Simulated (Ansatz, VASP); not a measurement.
# One calculation of Mg, two programs

```xyz
1
Lattice="-1.7152 1.7152 1.7152 1.7152 -1.7152 1.7152 1.7152 1.7152 -1.7152" Properties=species:S:1:pos:R:3 pbc="T T T"
Mg    0.0000    0.0000    0.0000
```

Alike in both runs: task single point; functional PBE; k mesh 16 × 16 × 16; occupations gaussian, width 0.1 eV; no spin polarisation.

|  | VASP | Ansatz |
| --- | --- | --- |
| version | VASP 6.6.1 | Ansatz 0.2.0 |
| potentials or method | VASP PAW PBE potentials, release 64 (Mg), cutoff 520 eV | scalar-relativistic, plane waves, PAW |
| valence electrons in the cell | 2 | 10 |

VASP gave:

- gap on the k mesh at the Fermi level (eV): none
- pressure (GPa): 5.7

**Question.** Estimate Ansatz's values.

**Answer.** gap on the k mesh at the Fermi level (eV): none; pressure (GPa): 5.8.

A gap of «none» marks a metal or a gap that the smearing closes. VASP's potentials hold 2 valence electrons a cell and Ansatz's 10, so a difference there can come from the potentials and not from the codes.
